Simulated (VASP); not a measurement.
# AlN (P6_3mc) in VASP: notebook

The runs below take AlN through single point, relaxation of cell and atoms, with LDA.

Program: VASP 6.6.1. These are calculated values, not measurements. Logs are shortened: lines on timing, memory, paths and dates and some standing lists are left out, and cuts for length are marked.

## Step 1: The cell of the first run

Symmetry: P6_3mc, No. 186, hexagonal system. The conventional cell has a = 3.089 Å, b = 3.089 Å, c = 4.943 Å, α = 90.00°, β = 90.00°, γ = 120.00°. Al (site symmetry 3m) has 4 N at 1.88 to 1.89 Å within 2.5 Å. Within 2.5 Å of N (site symmetry 3m) lie 4 Al at 1.88 to 1.89 Å.

## Step 2: Single point, LDA

File INCAR:

```
SYSTEM = AlN
PREC = Accurate
ENCUT = 520
EDIFF = 1E-6
ISMEAR = -1
SIGMA = 0.1
LREAL = .FALSE.
LASPH = .TRUE.
NELM = 60
ALGO = Normal
ISIF = 2
LWAVE = .FALSE.
LCHARG = .FALSE.
GGA = CA
NBANDS = 16
```

File KPOINTS:

```
Automatic mesh
0
G
  12 12 6
  0 0 0
```

File POSCAR:

```
AlN
1.0
    3.0887700519      0.0000000000      0.0000000000
   -1.5443850259      2.6749533314      0.0000000000
    0.0000000000      0.0000000000      4.9432745661
Al N
2 2
Direct
    0.3333333333      0.6666666667     -0.0009915582
    0.6666666667      0.3333333333      0.4990084418
    0.3333333333      0.6666666667      0.3809915582
    0.6666666667      0.3333333333      0.8809915582
```

Potentials or basis: VASP PAW LDA potentials, release 64 (Al, N).

Command:

```bash
$ cat potpaw_LDA.64/Al/POTCAR potpaw_LDA.64/N/POTCAR > POTCAR
$ mpirun -np 1 vasp_std > vasp.out
```

OUTCAR:

```text
SYSTEM = AlN
   PREC = Accurate
   ENCUT = 520
   EDIFF = 1E-6
   ISMEAR = -1
   LREAL = .FALSE.
   LASPH = .TRUE.
   NELM = 60
   ISIF = 2
   GGA = CA

 ion  position               nearest neighbor table
   1  0.333  0.667  0.999-   4 1.88   4 1.88   4 1.88   3 1.89   2 3.05   2 3.05   2 3.05   2 3.05
                             2 3.05   2 3.05
   2  0.667  0.333  0.499-   3 1.88   3 1.88   3 1.88   4 1.89   1 3.05   1 3.05   1 3.05   1 3.05
                             1 3.05   1 3.05
   3  0.333  0.667  0.381-   2 1.88   2 1.88   2 1.88   1 1.89
   4  0.667  0.333  0.881-   1 1.88   1 1.88   1 1.88   2 1.89

  LATTYP: Found a hexagonal cell.
 ALAT       =     3.0887700519
 C/A-ratio  =     1.6004022582

  Lattice vectors:

 A1 = (   3.0887700519,   0.0000000000,   0.0000000000)
 A2 = (  -1.5443850259,   2.6749533314,   0.0000000000)
 A3 = (   0.0000000000,   0.0000000000,   4.9432745661)

Analysis of symmetry for initial positions (statically):
=====================================================================
 Subroutine PRICEL returns:
 Original cell was already a primitive cell.

 Routine SETGRP: Setting up the symmetry group for a
 hexagonal supercell.

 Subroutine GETGRP returns: Found 12 space group operations
 (whereof  6 operations were pure point group operations)
 out of a pool of 24 trial point group operations.

The static configuration has the point symmetry C_3v.
 The point group associated with its full space group is C_6v.

Analysis of symmetry for dynamics (positions and initial velocities):
=====================================================================
 Subroutine PRICEL returns:
 Original cell was already a primitive cell.

 Routine SETGRP: Setting up the symmetry group for a
 hexagonal supercell.

 Subroutine GETGRP returns: Found 12 space group operations
 (whereof  6 operations were pure point group operations)
 out of a pool of 24 trial point group operations.

The dynamic configuration has the point symmetry C_3v.
 The point group associated with its full space group is C_6v.

 Subroutine INISYM returns: Found 12 space group operations
 (whereof  6 operations are pure point group operations),
 and found     1 'primitive' translations

----------------------------------------------------------------------------------------

                                     Primitive cell

  volume of cell :      40.8429

  direct lattice vectors                    reciprocal lattice vectors
     3.088770052  0.000000000  0.000000000     0.323753463  0.186919149  0.000000000
[... 95 lines left out ...]
   NFREE  =      0    steps in history (QN), initial steepest desc. (CG)
   ISIF   =      2    stress and relaxation
   ISYM   =      2    0-nonsym 1-usesym 2-fastsym
   POTIM  = 0.5000    time-step for ionic-motion
   TEBEG  =    0.0;   TEEND  =   0.0 temperature during run
   PSTRESS=    0.0 pullay stress
   NELECT =      16.0000    total number of electrons
   NUPDOWN=      -1.0000    fix difference up-down
   EMIN   =  10.00;   EMAX   =-10.00  energy-range for DOS
   EFERMI =   0.00;   METHOD = LEGACY
   ISMEAR =    -1;   SIGMA  =   0.10  broadening in eV -4-tet -1-fermi 0-gaus
   EFERMI_NEDOS =   21; number of points for ismear=-14 and -15
   IALGO  =     38    algorithm
   IMIX   =      4    mixing-type and parameters
     AMIX     =   0.40;   BMIX     =  1.00
     AMIX_MAG =   1.60;   BMIX_MAG =  1.00
  volume/ion in A,a.u.               =      10.21        68.91
  Fermi-wavevector in a.u.,A,eV,Ry     =   1.197869  2.263644 19.522865  1.434890
  Thomas-Fermi vector in A             =   2.333773
   LORBIT       =      0    0 simple, 1 ext, 2 COOP (PROOUT), +10 PAW based schemes
   GGA     = CA    functional components
   LHFCALC =     F    Hartree Fock is set to
   AEXX    =    0.0000 exact exchange contribution
   IVDW    =     0    specifies the selected vdW correction
   LEPSILON=     F    determine dielectric tensor
   LRPA    =     F    only Hartree local field effects (RPA)
 non-spin polarized calculation
  energy-cutoff  :      520.00
  volume of cell :       40.84
 maximum number of plane-waves:      1124
 NGX is ok and might be reduce to    24
   NGX = 11   NGY = 11   NGZ = 19

 number of electron      15.9999997 magnetization

 Free energy of the ion-electron system (eV)
  ---------------------------------------------------
  ext. energy  EPLUGINS =         0.00000000
  ---------------------------------------------------
  free energy    TOTEN  =       -32.84105677 eV

  energy without entropy =      -32.84105677  energy(sigma->0) =      -32.84105677

 E-fermi :   8.1678     XC(G=0): -11.3432

 val. band max:        6.1148718808   @ k =   0.0000   0.0000   0.0000
 cond. band min:      10.5380334143   @ k =   0.0000   0.0000   0.0000
 fundamental gap:      4.4231615336
 Fermi energy:         8.1677831565

 k-point     1 :       0.0000    0.0000    0.0000
  band No.  band energies     occupation
      1      -9.0585      2.00000
      2      -6.7645      2.00000
      3      -0.0395      2.00000
      4       5.2247      2.00000
      5       5.2247      2.00000
      6       5.8863      2.00000
[... 433 lines left out ...]
      3       1.0816      2.00000
      4       2.0973      2.00000
      5       2.6960      2.00000
      6       4.2906      2.00000
[... 8 lines left out ...]
     15      18.5794      0.00000
     16      20.4088      0.00000

 [... further k-points ...]

------------------------ aborting loop because EDIFF is reached ----------------------------------------

  FORCE on cell =-STRESS in cart. coord.  units (eV):
  Direction    XX          YY          ZZ          XY          YZ          ZX
  --------------------------------------------------------------------------------------
  -------------------------------------------------------------------------------------
  Total        0.1562051      0.1562051      0.1518249      0.0000000      0.0000000      0.0000000
  in kB        6.1275823      6.1275823      5.9557575      0.0000000      0.0000000      0.0000000
  external PRESSURE =       6.0703073 kB  Pullay stress =       0.0000000 kB

 VOLUME and BASIS-vectors are now :
 -----------------------------------------------------------------------------
  energy-cutoff  :      520.00
  volume of cell :       40.84
      direct lattice vectors                 reciprocal lattice vectors
     3.088770052  0.000000000  0.000000000     0.323753463  0.186919149  0.000000000
    -1.544385026  2.674953331  0.000000000     0.000000000  0.373838298  0.000000000
     0.000000000  0.000000000  4.943274566     0.000000000  0.000000000  0.202295055

 POSITION                                       TOTAL-FORCE (eV/Angst)
 -----------------------------------------------------------------------------------
     -0.00000      1.78330      4.93837        -0.000000     -0.000000     -0.000569
      1.54439      0.89165      2.46674        -0.000000      0.000000     -0.000569
     -0.00000      1.78330      1.88335        -0.000000      0.000000      0.000569
      1.54439      0.89165      4.35498         0.000000     -0.000000      0.000569
 -----------------------------------------------------------------------------------
    total drift:                               -0.000000      0.000000     -0.000711

  FREE ENERGIE OF THE ION-ELECTRON SYSTEM (eV)
  ---------------------------------------------------
  free  energy   TOTEN  =       -32.8410567677 eV

  energy  without entropy=      -32.8410567676  energy(sigma->0) =      -32.84105677
```

OSZICAR:

```text
N       E                     dE             d eps       ncg     rms          rms(c)
DAV:   1     0.350740548300E+02    0.35074E+02   -0.73812E+03  2432   0.896E+02
DAV:   2    -0.349345487296E+02   -0.70009E+02   -0.64575E+02  3448   0.176E+02
DAV:   3    -0.379720029348E+02   -0.30375E+01   -0.30290E+01  2944   0.375E+01
DAV:   4    -0.379870914381E+02   -0.15089E-01   -0.15088E-01  3112   0.316E+00
DAV:   5    -0.379872388950E+02   -0.14746E-03   -0.14746E-03  2960   0.306E-01    0.124E+01
DAV:   6    -0.329579511140E+02    0.50293E+01   -0.11454E+01  2552   0.241E+01    0.438E+00
DAV:   7    -0.329023472415E+02    0.55604E-01   -0.51432E-01  2936   0.473E+00    0.284E+00
DAV:   8    -0.328437645428E+02    0.58583E-01   -0.67964E-02  2632   0.219E+00    0.338E-01
DAV:   9    -0.328409577800E+02    0.28068E-02   -0.54140E-03  3048   0.529E-01    0.217E-01
DAV:  10    -0.328411041870E+02   -0.14641E-03   -0.57148E-04  2776   0.151E-01    0.108E-01
DAV:  11    -0.328410570920E+02    0.47095E-04   -0.84814E-05  2808   0.680E-02    0.190E-02
DAV:  12    -0.328410567677E+02    0.32435E-06   -0.13596E-06  2520   0.909E-03
   1 F= -.32841057E+02 E0= -.32841057E+02  d E =-.921460E-10
```

stdout:

```text
POSCAR found type information on POSCAR AlN
 POSCAR found :  2 types and       4 ions
 scaLAPACK will be used
 LDA part: xc-table for (Slater(with rela. corr.)+CA(PZ))
 , standard interpolation
 POSCAR, INCAR and KPOINTS ok, starting setup
 FFT: planning ... GRIDC
 FFT: planning ... GRID_SOFT
 FFT: planning ... GRID
 WAVECAR not read
 entering main loop
```

Wall time 12 s (1 thread of Intel Xeon 6975P-C (Granite Rapids), shared host); peak memory 0.16 GiB.

Results:

| Quantity | Value |
| --- | --- |
| Free energy | -32.8411 eV |
| Pressure | 0.6 GPa |
| Band gap on the k mesh | 4.42 eV, direct |

## Step 3: Relaxation of cell and atoms, LDA, target pressure -2 GPa, at which the enthalpy is minimised

File INCAR:

```
SYSTEM = AlN
ALGO = Normal
EDIFF = 1E-6
EDIFFG = -0.002
ENCUT = 600
IBRION = 2
ISIF = 3
ISMEAR = 0
LASPH = .True.
LCHARG = .False.
LREAL = .False.
LWAVE = .False.
NELM = 80
NSW = 100
PREC = Accurate
PSTRESS = -20.0
SIGMA = 0.01
```

File KPOINTS:

```
k-points
0
Gamma
  8 8 4
  0 0 0
```

Changes to POSCAR since step 2:

```diff
@@ -2,4 +2,4 @@
 1.0
-    3.0887700519      0.0000000000      0.0000000000
-   -1.5443850259      2.6749533314      0.0000000000
+    3.0887700518      0.0000000000      0.0000000000
+   -1.5443850259      2.6749533313      0.0000000000
     0.0000000000      0.0000000000      4.9432745661
```

Potentials or basis: VASP PAW LDA potentials, release 64 (Al, N).

Command:

```bash
$ cat potpaw_LDA.64/Al/POTCAR potpaw_LDA.64/N/POTCAR > POTCAR
$ mpirun -np 1 vasp_std > vasp.out
```

Run time: 22 s. Hardware: 1 thread of Intel Xeon 6975P-C (Granite Rapids), shared host; peak memory 0.16 GiB.

It converged, with:

```yaml
Free_energy: -32.8399 eV
Relaxed_volume: 10.34 Å³/atom
Relaxed_cell: a = 3.101 Å, b = 3.101 Å, c = 4.966 Å, α = 90.00°, β = 90.00°, γ = 120.00°
Space_group_after_relaxing_to_0.05_Å: P6_3mc (No. 186)
Energy_change_on_relaxing_the_enthalpy_is_what_falls: +0.6 meV/atom
Ionic_steps: 8
Pressure_after_relaxing: -2.0 GPa
Band_gap_on_the_k_mesh: 4.32 eV, direct
```

Step by step:
```csv
step,energy change (eV),largest force (eV/Å),pressure (GPa),volume (Å³)
1,0.0000,0.0007,0.51,40.84
2,0.0110,0.0092,-4.17,41.80
3,0.0023,0.0046,-2.01,41.35
4,0.0022,0.0045,-1.96,41.34
5,0.0022,0.0050,-1.97,41.34
6,0.0022,0.0052,-1.97,41.34
7,0.0024,0.0032,-2.03,41.35
8,0.0023,0.0002,-2.01,41.35
```

Final structure:
```
Al N
1.0
     3.10067    0.00000    0.00000
    -1.55033    2.68526    0.00000
     0.00000    0.00000    4.96593
Al N
2 2
Cartesian
  0.0000 1.7902 4.9615
  1.5503 0.8951 2.4785
  0.0000 1.7902 1.8915
  1.5503 0.8951 4.3744
```

Levels at points of the mesh, in eV from the valence-band top:
| k point | band 6 | band 7 | band 8 | band 9 | band 10 | band 11 |
| --- | --- | --- | --- | --- | --- | --- |
| (0.00, 0.00, 0.00) | -0.22 | -0.22 | 0.00 | 4.32 | 6.63 | 10.56 |
| (0.50, 0.00, 0.00) | -2.12 | -1.82 | -0.70 | 5.69 | 5.70 | 8.17 |
| (0.00, 0.00, 0.50) | -0.56 | -0.56 | -0.56 | 6.51 | 6.51 | 10.22 |
| (0.50, 0.00, 0.50) | -1.49 | -1.39 | -1.39 | 5.22 | 5.22 | 9.14 |

Caveat: the cell is relaxed towards a set pressure, so the enthalpy falls and the energy may rise.

## Step 4: Relaxation of cell and atoms, LDA, target pressure 2 GPa, at which the enthalpy is minimised

File INCAR:

```
SYSTEM = AlN
PREC = Accurate ; ENCUT = 600
EDIFF = 1E-7 ; ISMEAR = 0
SIGMA = 0.01 ; LREAL = .FALSE.
LASPH = .TRUE. ; NELM = 100
ALGO = Normal ; ISIF = 3
LWAVE = .FALSE. ; LCHARG = .FALSE.
GGA = CA ; IBRION = 2
NSW = 100 ; EDIFFG = -0.002
PSTRESS = 20.0
```

File KPOINTS:

```
regular mesh
0
G
  8 8 4
  0 0 0
```

POSCAR is that of step 3.

Command:

```bash
$ cat potpaw_LDA.64/Al/POTCAR potpaw_LDA.64/N/POTCAR > POTCAR
$ mpirun -np 1 vasp_std > vasp.out
```

Wall time 24 s (1 thread of Intel Xeon 6975P-C (Granite Rapids), shared host); peak memory 0.16 GiB.

It converged, with:

* Free energy: -32.8401 eV
* Relaxed volume: 10.14 Å³/atom
* Relaxed cell: a = 3.082 Å, b = 3.082 Å, c = 4.930 Å, α = 90.00°, β = 90.00°, γ = 120.00°
* Space group after relaxing (to 0.05 Å): P6_3mc (No. 186)
* Energy change on relaxing (the enthalpy is what falls): +0.5 meV/atom
* Ionic steps: 8
* Pressure after relaxing: 2.0 GPa
* Band gap on the k mesh: 4.48 eV, direct

The path:
```
step  energy change (eV)  largest force (eV/Å)  pressure (GPa)  volume (Å³)
   1              0.0000                0.0007            0.55        40.84
   2              0.0068                0.0066            3.49        40.30
   3              0.0022                0.0037            2.00        40.57
   4              0.0022                0.0037            2.03        40.56
   5              0.0022                0.0036            2.03        40.56
   6              0.0022                0.0036            2.03        40.56
   7              0.0021                0.0032            1.97        40.57
   8              0.0022                0.0001            2.00        40.57
```

Final structure:
```yaml
crystal:
  lattice:
    - [3.08243, 0.00000, 0.00000]
    - [-1.54122, 2.66946, 0.00000]
    - [0.00000, 0.00000, 4.93019]
  atoms:
    - { symbol: Al, position: [0.33333, 0.66667, 0.99892] }
    - { symbol: Al, position: [0.66667, 0.33333, 0.49892] }
    - { symbol: N, position: [0.33333, 0.66667, 0.38108] }
    - { symbol: N, position: [0.66667, 0.33333, 0.88108] }
```

Levels at points of the mesh, in eV from the valence-band top:
```
           k point  band 6  band 7  band 8  band 9  band 10  band 11
(0.00, 0.00, 0.00)   -0.24   -0.24    0.00    4.48     6.78    10.71
(0.50, 0.00, 0.00)   -2.17   -1.85   -0.72    5.74     5.74     8.32
(0.00, 0.00, 0.50)   -0.58   -0.58   -0.58    6.66     6.66    10.37
(0.50, 0.00, 0.50)   -1.52   -1.41   -1.41    5.28     5.28     9.24
```

Caveat: the cell is relaxed towards a set pressure, so the enthalpy falls and the energy may rise. Zero-point motion and thermal expansion aren't in these numbers.

## Step 5: Relaxation of cell and atoms, LDA, target pressure 4 GPa, at which the enthalpy is minimised

File INCAR:

```
SYSTEM = AlN
PREC = Accurate
ENCUT = 600
EDIFF = 1E-6
ISMEAR = 0
SIGMA = 0.01
LREAL = .FALSE.
LASPH = .TRUE.
NELM = 60
ALGO = Normal
ISIF = 3
LWAVE = .FALSE.
LCHARG = .FALSE.
GGA = CA
IBRION = 2
NSW = 100
EDIFFG = -0.002
PSTRESS = 40.0
```

File KPOINTS:

```
Automatic mesh
0
G
  8 8 4
  0 0 0
```

POSCAR is that of step 4.

Command:

```bash
$ cat potpaw_LDA.64/Al/POTCAR potpaw_LDA.64/N/POTCAR > POTCAR
$ mpirun -np 1 vasp_std > vasp.out
```

Run time: 23 s. Hardware: 1 thread of Intel Xeon 6975P-C (Granite Rapids), shared host; peak memory 0.15 GiB.

It converged, with:

```
Free energy                                            : -32.8333 eV
Relaxed volume                                         : 10.05 Å³/atom
Relaxed cell                                           : a = 3.074 Å, b = 3.074 Å, c = 4.913 Å, α = 90.00°, β = 90.00°, γ = 120.00°
Space group after relaxing (to 0.05 Å)                 : P6_3mc (No. 186)
Energy change on relaxing (the enthalpy is what falls) : +2.2 meV/atom
Ionic steps                                            : 8
Pressure after relaxing                                : 4.0 GPa
Band gap on the k mesh                                 : 4.56 eV, direct
```

The path:
```tsv
step	energy change (eV)	largest force (eV/Å)	pressure (GPa)	volume (Å³)
1	0.0000	0.0007	0.51	40.84
2	0.0336	0.0149	7.90	39.54
3	0.0088	0.0073	3.98	40.21
4	0.0091	0.0074	4.05	40.20
5	0.0092	0.0084	4.05	40.20
6	0.0092	0.0090	4.05	40.19
7	0.0087	0.0074	3.95	40.21
8	0.0089	0.0002	3.99	40.20
```

Final structure:
```xyz
4
Lattice="3.0739 0.0000 0.0000 -1.5369 2.6621 0.0000 0.0000 0.0000 4.9132" Properties=species:S:1:pos:R:3 pbc="T T T"
Al    0.0000    1.7747    4.9075
Al    1.5369    0.8874    2.4509
N     0.0000    1.7747    1.8728
N     1.5369    0.8874    4.3294
```

Levels at points of the mesh, in eV from the valence-band top:
| k point | band 5 | band 6 | band 7 | band 8 | band 9 | band 10 | band 11 | band 12 |
| --- | --- | --- | --- | --- | --- | --- | --- | --- |
| (0.00, 0.00, 0.00) | -0.92 | -0.25 | -0.25 | 0.00 | 4.56 | 6.85 | 10.78 | 11.19 |
| (0.50, 0.00, 0.00) | -3.48 | -2.19 | -1.87 | -0.73 | 5.76 | 5.76 | 8.40 | 10.40 |
| (0.00, 0.00, 0.50) | -0.59 | -0.59 | -0.59 | -0.59 | 6.73 | 6.73 | 10.45 | 10.45 |
| (0.50, 0.00, 0.50) | -1.54 | -1.54 | -1.42 | -1.42 | 5.31 | 5.31 | 9.29 | 9.29 |

Caveat: the cell is relaxed towards a set pressure, so the enthalpy falls and the energy may rise.

(Continued in part 2 of 2.)
